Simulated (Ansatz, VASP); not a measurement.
**One calculation of Si, two programs**

File POSCAR:

```
Si
1.0
    0.0000000000      1.9031462893      1.9031462893
    1.9031462893      0.0000000000      1.9031462893
    1.9031462893      1.9031462893      0.0000000000
Si
1
Direct
    0.0000000000      0.0000000000      0.0000000000
```

The input INCAR.step1:

```
SYSTEM = Si
PREC = Accurate ; ENCUT = 600
ISMEAR = 0 ; SIGMA = 0.1
LREAL = .FALSE. ; LASPH = .TRUE.
NELM = 80 ; GGA = PE
ALGO = Normal ; EDIFF = 1E-4
LWAVE = .TRUE. ; LCHARG = .FALSE.
```

Contents of INCAR.step2:

```
SYSTEM = Si
PREC = Accurate ; ENCUT = 600
EDIFF = 1E-7 ; ISMEAR = 0
SIGMA = 0.1 ; LREAL = .FALSE.
LASPH = .TRUE. ; NELM = 80
ALGO = Normal ; ISIF = 3
LWAVE = .FALSE. ; LCHARG = .FALSE.
METAGGA = R2SCAN ; LMIXTAU = .TRUE.
IBRION = 2 ; NSW = 80
EDIFFG = -0.01 ; ISTART = 1
```

KPOINTS

```
regular mesh
0
G
  18 18 18
  0 0 0
```

Input for Ansatz:

```yaml
crystal:
  lattice:
    - [0.0, 1.9031462893, 1.9031462893]
    - [1.9031462893, 0.0, 1.9031462893]
    - [1.9031462893, 1.9031462893, 0.0]
  atoms:
    - { symbol: Si, position: [0.0, 0.0, 0.0] }
basis:
  ecutwfc: 500
kpoints:
  mp_grid: { grid: [18, 18, 18] }
hamiltonian:
  xc: r2scan
scf:
  occupations: { method: gaussian, width: 0.1 }
output:
  forces: true
  stress: true
  eigenvalues: true
relax:
  adjacent_minimum: "off"
  f_tol: 0.01
  max_steps: 60
  cell: { stress_tol: 0.1 }
```

Alike in both runs: task relaxation of cell and atoms; functional r2SCAN; k mesh 18 × 18 × 18; occupations gaussian, width 0.1 eV; no spin polarisation.

|  | VASP | Ansatz |
| --- | --- | --- |
| version | VASP 6.6.1 | Ansatz 0.2.0 |
| potentials or method | VASP PAW PBE potentials, release 64 (Si), cutoff 600 eV | scalar-relativistic, plane waves, PAW |
| valence electrons in the cell | 4 | 4 |

```tsv
	VASP	Ansatz	Ansatz less VASP
gap on the k mesh at the Fermi level, each at its own relaxed structure (eV)	none	none	-
relaxed volume (Å³/atom)	13.87	13.86	-0.013
relaxed length of the cell vector where the two differ most in proportion (Å)	2.697	2.696	-0.0008
```

VASP's potentials were made for PBE, not for r2SCAN. A gap of «none» marks a metal or a gap that the smearing closes.
